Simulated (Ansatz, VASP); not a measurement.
## ZnS: VASP beside Ansatz

INCAR

```
ALGO = Normal
EDIFF = 1E-6
ENCUT = 520
GGA = PE
ISIF = 2
ISMEAR = 0
LASPH = T
LCHARG = F
LREAL = F
LWAVE = F
NBANDS = 26
NELM = 100
PREC = Accurate
SIGMA = 0.05
```

The input KPOINTS:

```
k-points
0
Gamma
  12 12 6
```

POSCAR

```
ZnS
1.0
    3.7252417549      0.0000000000      0.0000000000
   -1.8626208774      3.2261539950      0.0000000000
    0.0000000000      0.0000000000      6.7189772730
Zn S
2 2
Direct
    0.3333333333      0.6666666667      0.0052197899
    0.6666666667      0.3333333333      0.5052197899
    0.3333333333      0.6666666667      0.3797802101
    0.6666666667      0.3333333333      0.8797802101
```

Input for Ansatz:

```yaml
crystal:
  lattice:
    - [3.7252417549, 0.0, 0.0]
    - [-1.8626208774, 3.226153995, 0.0]
    - [0.0, 0.0, 6.718977273]
  atoms:
    - { symbol: Zn, position: [0.3333333333, 0.6666666667, 0.0052197899] }
    - { symbol: Zn, position: [0.6666666667, 0.3333333333, 0.5052197899] }
    - { symbol: S, position: [0.3333333333, 0.6666666667, 0.3797802101] }
    - { symbol: S, position: [0.6666666667, 0.3333333333, 0.8797802101] }
basis:
  ecutwfc: 420
kpoints:
  mp_grid: { grid: [12, 12, 6] }
hamiltonian:
  xc: pbe
scf:
  occupations: { method: gaussian, width: 0.05 }
output:
  forces: true
  stress: true
  eigenvalues: true
```

Alike in both runs: task single point; functional PBE; k mesh 12 × 12 × 6; occupations gaussian, width 0.05 eV; no spin polarisation.

```csv
,VASP,Ansatz
version,VASP 6.6.1,Ansatz 0.2.0
potentials or method,"VASP PAW PBE potentials, release 64 (Zn, S), cutoff 520 eV","scalar-relativistic, plane waves, PAW"
valence electrons in the cell,36,36
```

|  | VASP | Ansatz | Ansatz less VASP |
| --- | --- | --- | --- |
| gap on the k mesh at the Fermi level (eV) | 1.76 | 1.76 | -0.001 |
| least direct gap on the mesh (eV) | 1.76 | 1.76 | -0.001 |
| pressure (GPa) | 1.1 | 0.9 | -0.16 |
| traceless stress, the component that is largest in VASP (GPa) | -7.28 | -7.24 | +0.043 |
| rms of the force components (eV/Å) | 0.197 | 0.192 | -0.0053 |

Atom by atom the forces differ by 0.005 eV/Å (rms over components).
